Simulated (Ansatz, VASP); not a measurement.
## Ag in VASP and in Ansatz

POSCAR

```
Ag
1.0
    0.0000000000      2.0562785400      2.0562785400
    2.0562785400      0.0000000000      2.0562785400
    2.0562785400      2.0562785400      0.0000000000
Ag
1
Direct
    0.0000000000      0.0000000000      0.0000000000
```

The input INCAR.step1:

```
SYSTEM = Ag
  PREC = Accurate
  ENCUT = 520
  ISMEAR = -1
  SIGMA = 0.05
  LREAL = .FALSE.
  LASPH = .TRUE.
  NELM = 80
  NBANDS = 12
  GGA = PE
  ALGO = Normal
  EDIFF = 1E-4
  LWAVE = .TRUE.
  LCHARG = .FALSE.
```

INCAR.step2

```
SYSTEM = Ag
  PREC = Accurate
  ENCUT = 520
  EDIFF = 1E-6
  ISMEAR = -1
  SIGMA = 0.05
  LREAL = .FALSE.
  LASPH = .TRUE.
  NELM = 80
  ALGO = Normal
  ISIF = 2
  LWAVE = .FALSE.
  LCHARG = .TRUE.
  METAGGA = R2SCAN
  LMIXTAU = .TRUE.
  LELF = .TRUE.
  LVHAR = .TRUE.
  NBANDS = 12
  ISTART = 1
```

KPOINTS

```
Automatic mesh
0
G
  11 11 11
  0 0 0
```

The input input.yaml:

```yaml
crystal:
  lattice:
    - [0.0, 2.05627854, 2.05627854]
    - [2.05627854, 0.0, 2.05627854]
    - [2.05627854, 2.05627854, 0.0]
  atoms:
    - { symbol: Ag, position: [0.0, 0.0, 0.0] }
hamiltonian:
  xc: r2scan
  pseudopotentials: { kind: paw }
kpoints:
  mp_grid: { grid: [11, 11, 11] }
scf:
  occupations: { method: fermi_dirac, width: 0.05 }
output:
  forces: true
  stress: true
  eigenvalues: true
  write_density: true
  write_potential: true
  elf: true
  volumetric_format: npy
```

Alike in both runs: task single point; functional r2SCAN; k mesh 11 × 11 × 11; occupations fermi-dirac, width 0.05 eV; no spin polarisation.

```csv
,VASP,Ansatz
version,VASP 6.6.1,Ansatz 0.2.0
potentials or method,"VASP PAW PBE potentials, release 64 (Ag)",Ansatz PAW
plane-wave cutoff (eV),520,500
valence electrons in the cell,11,19
```

VASP gave:

| Quantity | Value |
| --- | --- |
| gap on the k mesh at the Fermi level (eV) | none |
| pressure (GPa) | -0.7 |

**Question.** Estimate Ansatz's values.

**Answer.** gap on the k mesh at the Fermi level (eV): none; pressure (GPa): -0.8.

VASP's potentials were made for PBE, not for r2SCAN. A gap of «none» marks a metal or a gap that the smearing closes. The functional is the same, so the differences come from potentials, cutoffs and numerics. VASP's potentials hold 11 valence electrons a cell and Ansatz's 19, so a difference there can come from the potentials and not from the codes.
